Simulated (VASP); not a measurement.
Runs of VASP 6.6.1 on Rh. The structure is that of space group I4_1/amd (No. 141), or close to it. The cells are those of the table. 

```tsv
task	cell	cutoff (eV)	smearing	gap on the mesh (eV)	pressure (GPa)
relaxation of shape and atoms at fixed volume	relaxed from a = 3.162 Å, angles 98.0, 98.0, 136.2°, 2 atoms	600	fermi-dirac 0.08 eV	none	254.7
single point	a = 3.010 Å, angles 97.6, 97.6, 137.5°, 2 atoms	520	fermi-dirac 0.08 eV	none	525.8
relaxation of shape and atoms at fixed volume	relaxed from a = 3.162 Å, angles 98.0, 98.0, 136.2°, 2 atoms	600	tetrahedron	none	254.6
single point	a = 3.179 Å, angles 97.6, 97.6, 137.3°, 2 atoms	520	fermi-dirac 0.08 eV	none	(a)
```

Alike in all rows: level PBE; potentials or basis VASP PAW PBE potentials, release 64 (Rh_pv); no spin polarisation; k mesh 18 × 18 × 18.

Task: Estimate the missing entries.

Result: (a) 254.9.

Caveats: tetrahedron occupations give inexact forces and stress in metals (some runs).

A k mesh can miss the band edges, and the runs leave out spin-orbit coupling on Rh.

A gap of «none» marks levels without a gap at the run's occupations.
